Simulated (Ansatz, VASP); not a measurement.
**One calculation of Si4F, two programs**

```xyz
5
Lattice="-2.4383 2.4383 4.0502 2.4383 -2.4383 4.0502 2.4383 2.4383 -4.0502" Properties=species:S:1:pos:R:3 pbc="T T T"
Si    1.2191    1.2191    2.0251
Si    1.2191    1.2191   -2.0251
Si   -1.2191    1.2191    2.0251
Si    1.2191   -1.2191    2.0251
F     0.0000    0.0000    4.0502
```

Alike in both runs: functional PBE; k mesh 4 × 4 × 4; occupations gaussian, width 0.1 eV; no spin polarisation.

Ansatz relaxed the structure, and its values are those at the end. VASP's run is a single point on that final structure, the one shown.

|  | VASP | Ansatz |
| --- | --- | --- |
| version | VASP 6.6.1 | Ansatz 0.2.0 |
| potentials or method | VASP PAW PBE potentials, release 64 (Si, F), cutoff 520 eV | scalar-relativistic, plane waves, PAW |
| valence electrons in the cell | 23 | 23 |

```tsv
	VASP	Ansatz	Ansatz less VASP
gap on the k mesh at the Fermi level (eV)	none	none	-
pressure (GPa)	0.0	0.1	+0.08
```

A gap of «none» marks a metal or a gap that the smearing closes. The functional is the same, so the differences come from potentials, cutoffs and numerics.

The k mesh is coarse, so the values compare programs but aren't converged.
